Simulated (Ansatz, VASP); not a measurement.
# In3As in VASP and in Ansatz

INCAR

```
SYSTEM = In3As
ALGO = Fast
EDIFF = 1E-7
ENCUT = 520
GGA = PE
ISIF = 2
ISMEAR = 0
IVDW = 12
LASPH = .TRUE.
LCHARG = .TRUE.
LELF = .TRUE.
LREAL = .FALSE.
LVHAR = .TRUE.
LWAVE = .FALSE.
NBANDS = 30
NELM = 60
PREC = Accurate
SIGMA = 0.15
```

File KPOINTS:

```
k-points
0
G
  10 10 10
  0 0 0
```

The input POSCAR:

```
In3As
1.0
    5.2924556934      0.0000000000      0.0000000000
    0.0000000000      4.6021353856      0.0000000000
    0.0000000000      0.0000000000      4.6021353856
In As
3 1
Direct
    0.0000000000      0.5000000000      0.5000000000
    0.5000000000      0.0000000000      0.5000000000
    0.5000000000      0.5000000000      0.0000000000
    0.0000000000      0.0000000000      0.0000000000
```

Input for Ansatz:

```yaml
crystal:
  lattice:
    - [5.2924556934, 0.0, 0.0]
    - [0.0, 4.6021353856, 0.0]
    - [0.0, 0.0, 4.6021353856]
  atoms:
    - { symbol: In, position: [0.0, 0.5, 0.5] }
    - { symbol: In, position: [0.5, 0.0, 0.5] }
    - { symbol: In, position: [0.5, 0.5, 0.0] }
    - { symbol: As, position: [0.0, 0.0, 0.0] }
basis:
  ecutwfc: 420
kpoints:
  mp_grid: { grid: [10, 10, 10] }
hamiltonian:
  xc: pbe
  dispersion: d3bj
scf:
  occupations: { method: gaussian, width: 0.15 }
output:
  forces: true
  stress: true
  eigenvalues: true
```

Change from the starting cell: strain +0.1500 x Voigt [1, 0, 0, 0, 0, 0], atoms carried along.

Alike in both runs: task single point; functional PBE; dispersion D3(BJ); k mesh 10 × 10 × 10; occupations gaussian, width 0.15 eV; no spin polarisation.

|  | VASP | Ansatz |
| --- | --- | --- |
| version | VASP 6.6.1 | Ansatz 0.2.0 |
| potentials or method | VASP PAW PBE potentials, release 64 (In_d, As), cutoff 520 eV | scalar-relativistic, plane waves, PAW |
| valence electrons in the cell | 44 | 54 |

|  | VASP | Ansatz | Ansatz less VASP |
| --- | --- | --- | --- |
| gap on the k mesh at the Fermi level (eV) | none | none | - |
| pressure (GPa) | -4.8 | -4.8 | 0.00 |
| traceless stress, the component that is largest in VASP (GPa) | -0.26 | -0.26 | +0.004 |

A gap of «none» marks a metal or a gap that the smearing closes. VASP's potentials hold 44 valence electrons a cell and Ansatz's 54, so a difference there can come from the potentials and not from the codes.
